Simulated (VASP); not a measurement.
Wanted: the native input for a VASP 6.6.1 run.

```
Task                   : single point
Functional             : r2SCAN
Potentials or basis    : VASP PAW PBE potentials, release 64 (Ca_sv, Ba_sv, Te)
Cutoff                 : 520 eV
k mesh                 : 6 × 6 × 6
Occupations            : gaussian, width 0.01 eV
Spin                   : no spin polarisation
Dipole correction      : no
Further INCAR settings : ALGO = Normal; EDIFF = 1e-07; NBANDS = 24
```

BaCaTe2:

```
CELL_PARAMETERS angstrom
2.37387 1.37056 7.61961
-2.37387 1.37056 7.61961
0.00000 -2.74111 7.61961
ATOMIC_POSITIONS crystal
Ca 0.00000 0.00000 0.00000
Ba 0.50000 0.50000 0.50000
Te 0.25861 0.25861 0.25861
Te 0.74139 0.74139 0.74139
```

This cell differs from its parent crystal: uniaxial z strain -2.0%.

These files were run (other wordings do the same):

POSCAR

```
BaCaTe2
1.0
    2.3738739044      1.3705567378      7.6196065282
   -2.3738739044      1.3705567378      7.6196065282
    0.0000000000     -2.7411134755      7.6196065282
Ca Ba Te
1 1 2
Direct
    1.0000000000      0.0000000000      0.0000000000
    0.5000000000      0.5000000000      0.5000000000
    0.2586144580      0.2586144580      0.2586144580
    0.7413855420      0.7413855420      0.7413855420
```

INCAR.step1

```
SYSTEM = BaCaTe2
PREC = Accurate
ENCUT = 520
ISMEAR = 0
SIGMA = 0.01
LREAL = .FALSE.
LASPH = .TRUE.
NELM = 100
NBANDS = 24
GGA = PE
ALGO = Normal
EDIFF = 1E-4
LWAVE = .TRUE.
LCHARG = .FALSE.
```

INCAR.step2

```
SYSTEM = BaCaTe2
PREC = Accurate
ENCUT = 520
EDIFF = 1E-7
ISMEAR = 0
SIGMA = 0.01
LREAL = .FALSE.
LASPH = .TRUE.
NELM = 100
ALGO = Normal
ISIF = 2
LWAVE = .FALSE.
LCHARG = .FALSE.
METAGGA = R2SCAN
LMIXTAU = .TRUE.
NBANDS = 24
ISTART = 1
```

KPOINTS

```
Automatic mesh
0
G
  6 6 6
  0 0 0
```

Potentials or basis: VASP PAW PBE potentials, release 64 (Ca_sv, Ba_sv, Te).

The run is started by

```bash
$ cat potpaw_PBE.64/Ca_sv/POTCAR potpaw_PBE.64/Ba_sv/POTCAR potpaw_PBE.64/Te/POTCAR > POTCAR
$ cp INCAR.step1 INCAR
$ mpirun -np 1 vasp_std > vasp.out
$ cp INCAR.step2 INCAR
$ mpirun -np 1 vasp_std > vasp.out
```

It gave:

```
Pressure               : 1.1 GPa
Largest force          : 0.038 eV/Å
Band gap on the k mesh : 1.70 eV, indirect (least direct gap 2.45 eV)
```

Caveat: the cell differs from its parent crystal (uniaxial z strain -2.0%); the PAW data sets were made with another functional, which shifts forces and pressure a little; spin-orbit coupling is left out, which moves the levels of the heavy elements.

Run time: 13 min on 1 thread of Intel(R) Xeon(R) Platinum 8488C (Sapphire Rapids) (shared host), peak memory 0.6 GiB.
